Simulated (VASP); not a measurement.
# K2S (Fm-3m) in VASP: settings compared

The runs below take K2S through single point, relaxation of cell and atoms, with PBE, r2SCAN.

Program: VASP 6.6.1. These are calculated values, not measurements. Logs are shortened: lines on timing, memory, paths and dates and some standing lists are left out, and cuts for length are marked.

### Step 1. The cell of the first run

Symmetry: Fm-3m, No. 225, cubic system. The conventional cell has a = 7.462 Å, b = 7.462 Å, c = 7.462 Å, α = 90.00°, β = 90.00°, γ = 90.00°. K (site symmetry -43m) has 4 S at 3.23 Å and 6 K at 3.73 Å within 4.3 Å. S (site symmetry m-3m) has 8 K at 3.23 Å within 4.3 Å.

### Step 2. Single point, PBE

INCAR

```
PREC = Accurate
ENCUT = 500
EDIFF = 1E-6
ISMEAR = -1
SIGMA = 0.02
LREAL = False
LASPH = True
NELM = 120
ALGO = Normal
ISIF = 2
LWAVE = False
LCHARG = False
GGA = PE
NBANDS = 19
GGA_COMPAT = False
```

KPOINTS

```
Automatic mesh
0
Gamma
  6 6 6
```

POSCAR

```
K2S
1.0
    0.0000000000      3.7310389449      3.7310389449
    3.7310389449      0.0000000000      3.7310389449
    3.7310389449      3.7310389449      0.0000000000
K S
2 1
Direct
    0.7500000000      0.7500000000      0.7500000000
    0.2500000000      0.2500000000      0.2500000000
    0.0000000000      0.0000000000      0.0000000000
```

Potentials or basis: VASP PAW PBE potentials, release 64 (K_sv, S).

Started as:

```
$ cat potpaw_PBE.64/K_sv/POTCAR potpaw_PBE.64/S/POTCAR > POTCAR
$ mpirun -np 1 vasp_std > vasp.out
```

OUTCAR:

```text
PREC = Accurate
   ENCUT = 500
   EDIFF = 1E-6
   ISMEAR = -1
   LREAL = False
   LASPH = True
   NELM = 120
   ISIF = 2
   GGA = PE

 ion  position               nearest neighbor table
   1  0.750  0.750  0.750-   3 3.23   3 3.23   3 3.23   3 3.23   2 3.73   2 3.73   2 3.73   2 3.73
                             2 3.73   2 3.73
   2  0.250  0.250  0.250-   3 3.23   3 3.23   3 3.23   3 3.23   1 3.73   1 3.73   1 3.73   1 3.73
                             1 3.73   1 3.73
   3  0.000  0.000  0.000-   1 3.23   1 3.23   1 3.23   1 3.23   2 3.23   2 3.23   2 3.23   2 3.23

  LATTYP: Found a face centered cubic cell.
 ALAT       =     7.4620778898

  Lattice vectors:

 A1 = (   0.0000000000,   3.7310389449,   3.7310389449)
 A2 = (   3.7310389449,   0.0000000000,   3.7310389449)
 A3 = (   3.7310389449,   3.7310389449,   0.0000000000)

Analysis of symmetry for initial positions (statically):
=====================================================================
 Subroutine PRICEL returns:
 Original cell was already a primitive cell.

 Routine SETGRP: Setting up the symmetry group for a
 face centered cubic supercell.

 Subroutine GETGRP returns: Found 48 space group operations
 (whereof 48 operations were pure point group operations)
 out of a pool of 48 trial point group operations.

The static configuration has the point symmetry O_h .

Analysis of symmetry for dynamics (positions and initial velocities):
=====================================================================
 Subroutine PRICEL returns:
 Original cell was already a primitive cell.

 Routine SETGRP: Setting up the symmetry group for a
 face centered cubic supercell.

 Subroutine GETGRP returns: Found 48 space group operations
 (whereof 48 operations were pure point group operations)
 out of a pool of 48 trial point group operations.

The dynamic configuration has the point symmetry O_h .

 Subroutine INISYM returns: Found 48 space group operations
 (whereof 48 operations are pure point group operations),
 and found     1 'primitive' translations

----------------------------------------------------------------------------------------

                                     Primitive cell

  volume of cell :     103.8770

  direct lattice vectors                    reciprocal lattice vectors
     0.000000000  3.731038945  3.731038945    -0.134010930  0.134010930  0.134010930
     3.731038945  0.000000000  3.731038945     0.134010930 -0.134010930  0.134010930
     3.731038945  3.731038945  0.000000000     0.134010930  0.134010930 -0.134010930

  length of vectors
     5.276485878  5.276485878  5.276485878     0.232113740  0.232113740  0.232113740

  position of ions in fractional coordinates (direct lattice)
     0.750000000  0.750000000  0.750000000
     0.250000000  0.250000000  0.250000000
     0.000000000  0.000000000  0.000000000

  ion indices of the primitive-cell ions
   primitive index   ion index
                 1           1
                 2           2
                 3           3

----------------------------------------------------------------------------------------

 KPOINTS: Automatic mesh

Automatic generation of k-mesh.
 Grid dimensions read from file:
 generate k-points for:    6    6    6

 Generating k-lattice:

  Cartesian coordinates                     Fractional coordinates (reciprocal lattice)
    -0.022335155  0.022335155  0.022335155     0.166666667  0.000000000  0.000000000
     0.022335155 -0.022335155  0.022335155     0.000000000  0.166666667  0.000000000
     0.022335155  0.022335155 -0.022335155     0.000000000  0.000000000  0.166666667

  Length of vectors
     0.038685623  0.038685623  0.038685623

  Shift w.r.t. Gamma in fractional coordinates (k-lattice)
     0.000000000  0.000000000  0.000000000

 Subroutine IBZKPT returns following result:
 ===========================================

 Found     16 irreducible k-points:

 Following reciprocal coordinates:
            Coordinates               Weight
  0.000000  0.000000  0.000000      1.000000
  0.166667  0.000000  0.000000      8.000000
  0.333333  0.000000  0.000000      8.000000
  0.500000  0.000000  0.000000      4.000000
  0.166667  0.166667  0.000000      6.000000
  0.333333  0.166667  0.000000     24.000000
[... 8 lines left out ...]
 -0.333333  0.333333  0.166667     24.000000
 -0.333333  0.500000  0.166667     12.000000
   k-points           NKPTS =     16   k-points in BZ     NKDIM =     16   number of bands    NBANDS=     19
   number of dos      NEDOS =    301   number of ions     NIONS =      3
   total plane-waves  NPLWV =  64000
   dimension x,y,z NGX =    40 NGY =   40 NGZ =   40
   dimension x,y,z NGXF=    80 NGYF=   80 NGZF=   80
   ions per type =               2   1
   NGX,Y,Z   is equivalent  to a cutoff of  12.60, 12.60, 12.60 a.u.
   NGXF,Y,Z  is equivalent  to a cutoff of  25.21, 25.21, 25.21 a.u.
 SYSTEM =  unknown system
   PREC   = accura    normal or accurate (medium, high low for compatibility)
   ISTART =      0    job   : 0-new  1-cont  2-samecut
   ICHARG =      2    charge: 1-file 2-atom 10-const
   ISPIN  =      1    spin polarized calculation?
   LNONCOLLINEAR =      F non collinear calculations
   LSORBIT =      F    spin-orbit coupling
   LASPH  =      T    aspherical Exc in radial PAW
   ENCUT  =  500.0 eV  36.75 Ry    6.06 a.u.   9.62  9.62  9.62*2*pi/ulx,y,z
   NELM   =    120;   NELMIN=  2; NELMDL= -5     # of ELM steps
   EDIFF  = 0.1E-05   stopping-criterion for ELM
   LREAL  =      F    real-space projection
   EDIFFG = 0.1E-04   stopping-criterion for IOM
   NSW    =      0    number of steps for IOM
   IBRION =     -1    ionic relax: 0-MD 1-quasi-New 2-CG
   NFREE  =      0    steps in history (QN), initial steepest desc. (CG)
   ISIF   =      2    stress and relaxation
   ISYM   =      2    0-nonsym 1-usesym 2-fastsym
   POTIM  = 0.5000    time-step for ionic-motion
   TEBEG  =    0.0;   TEEND  =   0.0 temperature during run
   PSTRESS=    0.0 pullay stress
   NELECT =      24.0000    total number of electrons
   NUPDOWN=      -1.0000    fix difference up-down
   EMIN   =  10.00;   EMAX   =-10.00  energy-range for DOS
   EFERMI =   0.00;   METHOD = LEGACY
   ISMEAR =    -1;   SIGMA  =   0.02  broadening in eV -4-tet -1-fermi 0-gaus
   EFERMI_NEDOS =   21; number of points for ismear=-14 and -15
   IALGO  =     38    algorithm
   IMIX   =      4    mixing-type and parameters
     AMIX     =   0.40;   BMIX     =  1.00
     AMIX_MAG =   1.60;   BMIX_MAG =  1.00
  volume/ion in A,a.u.               =      34.63       233.67
  Fermi-wavevector in a.u.,A,eV,Ry     =   1.004551  1.898327 13.729957  1.009123
  Thomas-Fermi vector in A             =   2.137174
   LORBIT       =      0    0 simple, 1 ext, 2 COOP (PROOUT), +10 PAW based schemes
   GGA     = PE    functional components
   LHFCALC =     F    Hartree Fock is set to
   AEXX    =    0.0000 exact exchange contribution
   IVDW    =     0    specifies the selected vdW correction
   LEPSILON=     F    determine dielectric tensor
   LRPA    =     F    only Hartree local field effects (RPA)
 non-spin polarized calculation
  energy-cutoff  :      500.00
  volume of cell :      103.88
 maximum number of plane-waves:      2685
 NGX is ok and might be reduce to    40
   NGX = 19   NGY = 19   NGZ = 19

 number of electron      24.0000000 magnetization

 Free energy of the ion-electron system (eV)
  ---------------------------------------------------
  ext. energy  EPLUGINS =         0.00000000
  ---------------------------------------------------
  free energy    TOTEN  =        -9.42077530 eV

  energy without entropy =       -9.42077530  energy(sigma->0) =       -9.42077530

 E-fermi :   0.1116     XC(G=0):  -7.2531

 val. band max:       -0.4231381944   @ k =   0.5000   0.5000   0.0000
 cond. band min:       1.8982911691   @ k =   0.0000   0.0000   0.0000
 fundamental gap:      2.3214293636
 Fermi energy:         0.1116141062

 k-point     1 :       0.0000    0.0000    0.0000
  band No.  band energies     occupation
      1     -29.6875      2.00000
      2     -29.6125      2.00000
      3     -13.2741      2.00000
      4     -13.2741      2.00000
      5     -13.2741      2.00000
      6     -13.0514      2.00000
[... 11 lines left out ...]
     18       6.9696      0.00000
     19       7.8690      0.00000

 k-point     2 :       0.1667    0.0000    0.0000
  band No.  band energies     occupation
      1     -29.6822      2.00000
      2     -29.6173      2.00000
      3     -13.2681      2.00000
      4     -13.2610      2.00000
      5     -13.2610      2.00000
      6     -13.0896      2.00000
[... 11 lines left out ...]
     18       7.1238      0.00000
     19       7.3844      0.00000

 k-point     3 :       0.3333    0.0000    0.0000
  band No.  band energies     occupation
      1     -29.6681      2.00000
      2     -29.6306      2.00000
      3     -13.2591      2.00000
      4     -13.2240      2.00000
      5     -13.2240      2.00000
      6     -13.1591      2.00000
[... 11 lines left out ...]
     18       7.1863      0.00000
     19       7.1867      0.00000

 k-point     4 :       0.5000    0.0000    0.0000
  band No.  band energies     occupation
      1     -29.6492      2.00000
      2     -29.6491      2.00000
      3     -13.2592      2.00000
      4     -13.1876      2.00000
      5     -13.1743      2.00000
      6     -13.1743      2.00000
[... 11 lines left out ...]
     18       7.1341      0.00000
     19       7.2543      0.00000

 k-point     5 :       0.1667    0.1667    0.0000
  band No.  band energies     occupation
      1     -29.6809      2.00000
      2     -29.6185      2.00000
      3     -13.2883      2.00000
      4     -13.2883      2.00000
      5     -13.2044      2.00000
      6     -13.1598      2.00000
[... 11 lines left out ...]
     18       6.9363      0.00000
     19       6.9363      0.00000

 k-point     6 :       0.3333    0.1667    0.0000
  band No.  band energies     occupation
      1     -29.6710      2.00000
      2     -29.6277      2.00000
      3     -13.2996      2.00000
      4     -13.2849      2.00000
      5     -13.2479      2.00000
      6     -13.1394      2.00000
[... 11 lines left out ...]
     18       6.9576      0.00000
     19       7.6024      0.00000

 k-point     7 :       0.5000    0.1667    0.0000
  band No.  band energies     occupation
      1     -29.6553      2.00000
      2     -29.6428      2.00000
      3     -13.3357      2.00000
      4     -13.2632      2.00000
      5     -13.2493      2.00000
      6     -13.1098      2.00000
[... 11 lines left out ...]
     18       6.7973      0.00000
     19       7.5873      0.00000

 k-point     8 :      -0.3333    0.1667    0.0000
  band No.  band energies     occupation
      1     -29.6599      2.00000
      2     -29.6383      2.00000
      3     -13.3393      2.00000
      4     -13.2334      2.00000
      5     -13.1896      2.00000
      6     -13.1671      2.00000
[... 11 lines left out ...]
     18       6.7853      0.00000
     19       7.3522      0.00000

 k-point     9 :      -0.1667    0.1667    0.0000
  band No.  band energies     occupation
      1     -29.6745      2.00000
      2     -29.6245      2.00000
      3     -13.3092      2.00000
      4     -13.2230      2.00000
      5     -13.2111      2.00000
      6     -13.1640      2.00000
[... 11 lines left out ...]
     18       7.0843      0.00000
     19       7.1846      0.00000

 k-point    10 :       0.3333    0.3333    0.0000
  band No.  band energies     occupation
      1     -29.6678      2.00000
      2     -29.6304      2.00000
      3     -13.3622      2.00000
      4     -13.3164      2.00000
      5     -13.3164      2.00000
      6     -13.0615      2.00000
[... 11 lines left out ...]
     18       6.9930      0.00000
     19       7.4390      0.00000

 k-point    11 :       0.5000    0.3333    0.0000
  band No.  band energies     occupation
      1     -29.6596      2.00000
      2     -29.6381      2.00000
      3     -13.4229      2.00000
      4     -13.3145      2.00000
      5     -13.3084      2.00000
      6     -13.0420      2.00000
[... 11 lines left out ...]
     18       7.0085      0.00000
     19       7.4486      0.00000

 k-point    12 :      -0.3333    0.3333    0.0000
  band No.  band energies     occupation
      1     -29.6489      2.00000
      2     -29.6488      2.00000
      3     -13.4125      2.00000
      4     -13.2879      2.00000
      5     -13.2618      2.00000
      6     -13.0951      2.00000
[... 11 lines left out ...]
     18       6.8187      0.00000
     19       7.5706      0.00000

 k-point    13 :       0.5000    0.5000    0.0000
  band No.  band energies     occupation
      1     -29.6612      2.00000
      2     -29.6363      2.00000
      3     -13.4575      2.00000
      4     -13.3303      2.00000
      5     -13.3303      2.00000
      6     -13.0174      2.00000
[... 11 lines left out ...]
     18       7.0953      0.00000
     19       7.2006      0.00000

 k-point    14 :       0.5000    0.3333    0.1667
  band No.  band energies     occupation
      1     -29.6615      2.00000
      2     -29.6365      2.00000
      3     -13.3696      2.00000
      4     -13.3125      2.00000
      5     -13.2422      2.00000
      6     -13.1111      2.00000
[... 11 lines left out ...]
     18       7.0981      0.00000
     19       7.5118      0.00000

 k-point    15 :      -0.3333    0.3333    0.1667
  band No.  band energies     occupation
      1     -29.6489      2.00000
      2     -29.6489      2.00000
      3     -13.4039      2.00000
      4     -13.3306      2.00000
      5     -13.1797      2.00000
      6     -13.1774      2.00000
[... 11 lines left out ...]
     18       6.8154      0.00000
     19       7.4919      0.00000

 k-point    16 :      -0.3333    0.5000    0.1667
  band No.  band energies     occupation
      1     -29.6550      2.00000
      2     -29.6425      2.00000
      3     -13.4410      2.00000
      4     -13.3478      2.00000
      5     -13.2544      2.00000
      6     -13.0980      2.00000
[... 11 lines left out ...]
     18       7.0319      0.00000
     19       7.2575      0.00000

------------------------ aborting loop because EDIFF is reached ----------------------------------------

  FORCE on cell =-STRESS in cart. coord.  units (eV):
  Direction    XX          YY          ZZ          XY          YZ          ZX
  --------------------------------------------------------------------------------------
  -------------------------------------------------------------------------------------
  Total        0.0200035      0.0200035      0.0200035     -0.0000000     -0.0000000      0.0000000
  in kB        0.3085303      0.3085303      0.3085303     -0.0000000     -0.0000000      0.0000000
  external PRESSURE =       0.3085303 kB  Pullay stress =       0.0000000 kB

 VOLUME and BASIS-vectors are now :
 -----------------------------------------------------------------------------
  energy-cutoff  :      500.00
  volume of cell :      103.88
      direct lattice vectors                 reciprocal lattice vectors
     0.000000000  3.731038945  3.731038945    -0.134010930  0.134010930  0.134010930
     3.731038945  0.000000000  3.731038945     0.134010930 -0.134010930  0.134010930
     3.731038945  3.731038945  0.000000000     0.134010930  0.134010930 -0.134010930

 POSITION                                       TOTAL-FORCE (eV/Angst)
 -----------------------------------------------------------------------------------
      5.59656      5.59656      5.59656         0.000000      0.000000      0.000000
      1.86552      1.86552      1.86552        -0.000000     -0.000000     -0.000000
      0.00000      0.00000      0.00000         0.000000     -0.000000     -0.000000
 -----------------------------------------------------------------------------------
    total drift:                               -0.000000     -0.000000      0.000000

  FREE ENERGIE OF THE ION-ELECTRON SYSTEM (eV)
  ---------------------------------------------------
  free  energy   TOTEN  =        -9.4207752969 eV

  energy  without entropy=       -9.4207752969  energy(sigma->0) =       -9.42077530
```

Wall time 53 s (1 thread of Intel Xeon 8259CL, shared host); peak memory 0.24 GiB.

What came out:

```
Free energy            : -9.4208 eV
Pressure               : 0.0 GPa
Band gap on the k mesh : 2.32 eV (least direct gap 2.50 eV)
```

A k mesh can miss the band edges.

(Continued in part 2 of 2.)
